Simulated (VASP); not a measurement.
# Mg (P6_3/mmc) in VASP: notebook

Aim: see how the results for Mg move with the level of theory and the settings. Levels: PBEsol, revPBE+D4. Tasks: single point.

All numbers are computed with VASP 6.6.1; they aren't measurements. Logs are shortened: lines on timing, memory, paths and dates and some standing lists are left out, and cuts for length are marked.

## 1. The cell of the first run

Symmetry: P6_3/mmc, No. 194, hexagonal system. Conventional cell: a = 3.209 Å, b = 3.209 Å, c = 5.419 Å, α = 90.00°, β = 90.00°, γ = 120.00°. Within 4.2 Å of Mg (site symmetry -6m2) lie 12 Mg at 3.21 to 3.28 Å.

## 2. Single point, PBEsol

File INCAR:

```
PREC     = Accurate       # precision mode
ENCUT    = 520            # plane-wave cutoff, eV
EDIFF    = 1E-6           # SCF threshold, eV
ISMEAR   = -1             # smearing method
SIGMA    = 0.05           # smearing width, eV
LREAL    = False          # projectors in reciprocal space
LASPH    = True           # aspherical terms in the spheres
NELM     = 100            # most SCF steps
ALGO     = Fast           # electronic algorithm
ISIF     = 2              # what is computed and relaxed
LWAVE    = False          # write WAVECAR
LCHARG   = True           # write CHGCAR
GGA      = PS             # functional
LELF     = True           # ELF
LVHAR    = True         
NBANDS   = 9              # bands
```

File KPOINTS:

```
Automatic mesh
0
Gamma
  8 8 4
```

File POSCAR:

```
Mg
1.0
    3.2093000000      0.0000000000      0.0000000000
   -1.6046500000      2.7793353284      0.0000000000
    0.0000000000      0.0000000000      5.4187120000
Mg
2
Direct
    0.6666666667      0.3333333333      0.7500000000
    0.3333333333      0.6666666667      0.2500000000
```

Potentials or basis: VASP PAW PBE potentials, release 64 (Mg).

Started as:

```bash
$ cat potpaw_PBE.64/Mg/POTCAR > POTCAR
$ mpirun -np 1 vasp_std > vasp.out
```

OUTCAR:

```text
PREC = Accurate
   ENCUT = 520
   EDIFF = 1E-6
   ISMEAR = -1
   LREAL = False
   LASPH = True
   NELM = 100
   ISIF = 2
   GGA = PS

 ion  position               nearest neighbor table
   1  0.667  0.333  0.750-   2 3.28   2 3.28   2 3.28   2 3.28   2 3.28   2 3.28
   2  0.333  0.667  0.250-   1 3.28   1 3.28   1 3.28   1 3.28   1 3.28   1 3.28

  LATTYP: Found a hexagonal cell.
 ALAT       =     3.2093000000
 C/A-ratio  =     1.6884404699

  Lattice vectors:

 A1 = (   3.2093000000,   0.0000000000,   0.0000000000)
 A2 = (  -1.6046500000,   2.7793353284,   0.0000000000)
 A3 = (   0.0000000000,   0.0000000000,   5.4187120000)

Analysis of symmetry for initial positions (statically):
=====================================================================
 Subroutine PRICEL returns:
 Original cell was already a primitive cell.

 Routine SETGRP: Setting up the symmetry group for a
 hexagonal supercell.

 Subroutine GETGRP returns: Found 24 space group operations
 (whereof 12 operations were pure point group operations)
 out of a pool of 24 trial point group operations.

The static configuration has the point symmetry D_3d.
 The point group associated with its full space group is D_6h.

Analysis of symmetry for dynamics (positions and initial velocities):
=====================================================================
 Subroutine PRICEL returns:
 Original cell was already a primitive cell.

 Routine SETGRP: Setting up the symmetry group for a
 hexagonal supercell.

 Subroutine GETGRP returns: Found 24 space group operations
 (whereof 12 operations were pure point group operations)
 out of a pool of 24 trial point group operations.

The dynamic configuration has the point symmetry D_3d.
 The point group associated with its full space group is D_6h.

 Subroutine INISYM returns: Found 24 space group operations
 (whereof 12 operations are pure point group operations),
 and found     1 'primitive' translations

----------------------------------------------------------------------------------------

                                     Primitive cell

  volume of cell :      48.3334

  direct lattice vectors                    reciprocal lattice vectors
     3.209300000  0.000000000  0.000000000     0.311594429  0.179899127  0.000000000
[... 89 lines left out ...]
   NSW    =      0    number of steps for IOM
   IBRION =     -1    ionic relax: 0-MD 1-quasi-New 2-CG
   NFREE  =      0    steps in history (QN), initial steepest desc. (CG)
   ISIF   =      2    stress and relaxation
   ISYM   =      2    0-nonsym 1-usesym 2-fastsym
   POTIM  = 0.5000    time-step for ionic-motion
   TEBEG  =    0.0;   TEEND  =   0.0 temperature during run
   PSTRESS=    0.0 pullay stress
   NELECT =       4.0000    total number of electrons
   NUPDOWN=      -1.0000    fix difference up-down
   EMIN   =  10.00;   EMAX   =-10.00  energy-range for DOS
   EFERMI =   0.00;   METHOD = LEGACY
   ISMEAR =    -1;   SIGMA  =   0.05  broadening in eV -4-tet -1-fermi 0-gaus
   EFERMI_NEDOS =   21; number of points for ismear=-14 and -15
   IALGO  =     68    algorithm
   IMIX   =      4    mixing-type and parameters
     AMIX     =   0.40;   BMIX     =  1.00
     AMIX_MAG =   1.60;   BMIX_MAG =  1.00
  volume/ion in A,a.u.               =      24.17       163.08
  Fermi-wavevector in a.u.,A,eV,Ry     =   0.713421  1.348170  6.924945  0.508969
  Thomas-Fermi vector in A             =   1.801054
   LORBIT       =      0    0 simple, 1 ext, 2 COOP (PROOUT), +10 PAW based schemes
   GGA     = PS    functional components
   LHFCALC =     F    Hartree Fock is set to
   AEXX    =    0.0000 exact exchange contribution
   IVDW    =     0    specifies the selected vdW correction
   LEPSILON=     F    determine dielectric tensor
   LRPA    =     F    only Hartree local field effects (RPA)
 non-spin polarized calculation
 RMM-DIIS sequential band-by-band and
  energy-cutoff  :      520.00
  volume of cell :       48.33
 maximum number of plane-waves:      1319
 NGX is ok and might be reduce to    24
   NGX = 11   NGY = 11   NGZ = 21

 number of electron       4.0000000 magnetization

 Free energy of the ion-electron system (eV)
  ---------------------------------------------------
  ext. energy  EPLUGINS =         0.00000000
  ---------------------------------------------------
  free energy    TOTEN  =        -3.43801382 eV

  energy without entropy =       -3.43596735  energy(sigma->0) =       -3.43699059

 E-fermi :   2.2650     XC(G=0):  -8.3735

 val. band max:        2.1522345163   @ k =   0.3750   0.2500   0.5000
 cond. band min:       2.5155336359   @ k =   0.2500   0.1250   0.0000
 fundamental gap:      0.3632991196
 Fermi energy:         2.2650312911

 k-point     1 :       0.0000    0.0000    0.0000
  band No.  band energies     occupation
      1      -4.3788      2.00000
      2       0.5454      2.00000
      3       0.7428      2.00000
      4      13.3675      0.00000
      5      13.3675      0.00000
      6      13.4775      0.00000
      7      13.4775      0.00000
      8      13.5132      0.00000
      9      15.2118      0.00000
[... 265 lines left out ...]
 k-point    24 :       0.3750   -0.0000    0.5000
  band No.  band energies     occupation
      1      -0.4299      2.00000
      2      -0.4299      2.00000
      3       4.2255      0.00000
      4       4.2255      0.00000
      5       9.0622      0.00000
      6       9.0622      0.00000
      7      10.6627      0.00000
      8      10.6627      0.00000
      9      11.7348      0.00000

 [... further k-points ...]

------------------------ aborting loop because EDIFF is reached ----------------------------------------

  FORCE on cell =-STRESS in cart. coord.  units (eV):
  Direction    XX          YY          ZZ          XY          YZ          ZX
  --------------------------------------------------------------------------------------
  -------------------------------------------------------------------------------------
  Total       -0.4928684     -0.4928684     -1.1810965     -0.0000000     -0.0000000      0.0000000
  in kB      -16.3378243    -16.3378243    -39.1515218     -0.0000000     -0.0000000      0.0000000
  external PRESSURE =     -23.9423901 kB  Pullay stress =       0.0000000 kB

 VOLUME and BASIS-vectors are now :
 -----------------------------------------------------------------------------
  energy-cutoff  :      520.00
  volume of cell :       48.33
      direct lattice vectors                 reciprocal lattice vectors
     3.209300000  0.000000000  0.000000000     0.311594429  0.179899127  0.000000000
    -1.604650000  2.779335328  0.000000000     0.000000000  0.359798255  0.000000000
     0.000000000  0.000000000  5.418712000     0.000000000  0.000000000  0.184545700

 POSITION                                       TOTAL-FORCE (eV/Angst)
 -----------------------------------------------------------------------------------
      1.60465      0.92645      4.06403         0.000000      0.000000      0.000000
     -0.00000      1.85289      1.35468        -0.000000     -0.000000      0.000000
 -----------------------------------------------------------------------------------
    total drift:                               -0.000000      0.000000     -0.000000

  FREE ENERGIE OF THE ION-ELECTRON SYSTEM (eV)
  ---------------------------------------------------
  free  energy   TOTEN  =        -3.4380138232 eV

  energy  without entropy=       -3.4359673520  energy(sigma->0) =       -3.43699059
```

OSZICAR:

```text
N       E                     dE             d eps       ncg     rms          rms(c)
DAV:   1    -0.932143021670E+00   -0.93214E+00   -0.12955E+03   540   0.317E+02
DAV:   2    -0.342804317027E+01   -0.24959E+01   -0.24477E+01   710   0.256E+01
DAV:   3    -0.345796236510E+01   -0.29919E-01   -0.29872E-01   766   0.247E+00
DAV:   4    -0.345803980734E+01   -0.77442E-04   -0.77441E-04   654   0.121E-01
DAV:   5    -0.345804020157E+01   -0.39423E-06   -0.39447E-06   682   0.868E-03    0.985E-01
RMM:   6    -0.344774768877E+01    0.10293E-01   -0.62024E-04   547   0.172E-01    0.628E-01
RMM:   7    -0.343799934790E+01    0.97483E-02   -0.27417E-03   559   0.344E-01    0.323E-02
RMM:   8    -0.343801379626E+01   -0.14448E-04   -0.10002E-04   599   0.734E-02    0.688E-03
RMM:   9    -0.343801382318E+01   -0.26919E-07   -0.65195E-06   630   0.170E-02
   1 F= -.34380138E+01 E0= -.34369906E+01  d E =-.204647E-02
```

Wall time 21 s (1 thread of AMD EPYC 7R13, shared host); peak memory 0.12 GiB.

What came out:

```yaml
Free_energy: -3.4380 eV
Pressure: -2.4 GPa
Band_gap_on_the_k_mesh: zero (band 2 reaches 3.39 eV, above the bottom of band 3 at 0.74 eV)
```

Levels at points of the mesh, in eV from the Fermi level:
| k point | band 1 | band 2 | band 3 | band 4 | band 5 | band 6 |
| --- | --- | --- | --- | --- | --- | --- |
| (0.00, 0.00, 0.00) | -6.64 | -1.72 | -1.52 | 11.10 | 11.10 | 11.21 |
| (0.50, 0.00, 0.00) | -1.90 | -1.88 | 2.61 | 2.95 | 2.99 | 3.45 |
| (0.00, 0.00, 0.50) | -5.37 | -5.37 | 4.38 | 4.38 | 11.80 | 11.80 |
| (0.50, 0.00, 0.50) | -0.93 | -0.93 | -0.33 | -0.33 | 7.88 | 7.88 |

Caveat: the PAW data sets were made with another functional, which shifts forces and pressure a little.

(Continued in part 2 of 2.)
